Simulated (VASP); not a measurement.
Wanted: the native input for a VASP 6.6.1 run.

| Item | Value |
| --- | --- |
| Task | single point |
| Functional | PBE |
| Potentials or basis | VASP PAW PBE potentials, release 64 (Ti_sv, B) |
| Cutoff | 520 eV |
| k mesh | 3 × 3 × 2 |
| Occupations | fermi-dirac, width 0.1 eV |
| Spin | no spin polarisation |
| Dipole correction | no |
| Further INCAR settings | ALGO = Normal; EDIFF = 1e-06; NBANDS = 16 |

The structure of TiB2 lies in POSCAR:

```
TiB2
1.0
    3.0292000000      0.0000000000      0.0000000000
   -1.5146000000      2.6233641531      0.0000000000
    0.0000000000      0.0000000000      3.2284000000
Ti B
1 2
Direct
    0.0000000000      0.0000000000      0.0000000000
    0.3333333333      0.6666666667      0.5000000000
    0.6666666667      0.3333333333      0.5000000000
```

One way to write it, as run:

INCAR

```
PREC = Accurate ; ENCUT = 520
EDIFF = 1E-6 ; ISMEAR = -1
SIGMA = 0.1 ; LREAL = F
LASPH = T ; NELM = 100
ALGO = Normal ; ISIF = 2
LWAVE = F ; LCHARG = F
GGA = PE ; NBANDS = 16
```

KPOINTS

```
Automatic mesh
0
Gamma
  3 3 2
```

Potentials or basis: VASP PAW PBE potentials, release 64 (Ti_sv, B).

Run with:

```sh
$ cat potpaw_PBE.64/Ti_sv/POTCAR potpaw_PBE.64/B/POTCAR > POTCAR
$ mpirun -np 1 vasp_std > vasp.out
```

It gave:

```
Pressure               : 0.1 GPa
Band gap on the k mesh : zero (filled and empty bands touch)
```

Caveat: the k points lie up to 0.97 Å⁻¹ apart.

It took 3.4 s on 1 thread of Intel(R) Xeon(R) Platinum 8559C (Emerald Rapids), with other jobs on the host, peak memory 0.13 GiB.
